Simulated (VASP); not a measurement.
# CdIrS3: single point with PBE

The system is CdIrS3.

```
Cd Ir S
1.0
     4.70228    0.00000    0.00000
     0.00000    4.70228    0.00000
     0.00000    0.00000    4.70228
Cd Ir S
1 1 3
Direct
  0.00000 0.00000 0.00000
  0.50000 0.50000 0.50000
  0.50000 0.50000 0.00000
  0.00000 0.50000 0.50000
  0.50000 0.00000 0.50000
```

| Item | Value |
| --- | --- |
| Program | VASP 6.6.1 |
| Task | single point |
| Functional | PBE |
| Potentials or basis | VASP PAW PBE potentials, release 64 (Cd, Ir, S) |
| Cutoff | 520 eV |
| k mesh | 8 × 8 × 8 |
| Occupations | gaussian, width 0.1 eV |
| Spin | no spin polarisation |
| Dipole correction | no |
| Further INCAR settings | ALGO = Normal; EDIFF = 1e-07; NBANDS = 28 |

- Pressure: 0.3 GPa

Levels at points of the mesh, in eV from the Fermi level:
```tsv
k point	band 15	band 16	band 17	band 18	band 19	band 20	band 21	band 22	band 23	band 24
(0.00, 0.00, 0.00)	-1.27	-1.23	-1.23	-1.23	-1.13	-1.13	-0.76	-0.76	-0.76	3.35
(0.50, 0.00, 0.00)	-2.92	-1.60	-1.12	-0.76	-0.76	0.21	0.21	0.64	1.70	3.83
(0.50, 0.50, 0.00)	-2.39	-2.39	-1.07	-0.29	0.24	0.41	0.41	1.91	4.05	5.77
(0.50, 0.50, 0.50)	-1.26	-0.22	-0.22	-0.22	0.22	0.22	0.22	5.86	5.86	6.65
```

Wall time 98 s on 1 thread of Intel(R) Xeon(R) Platinum 8259CL CPU @ 2.50GHz (Skylake/Cascade Lake), on a shared host, peak memory 0.26 GiB.

Caveat: spin-orbit coupling is left out, which moves the levels of the heavy elements.
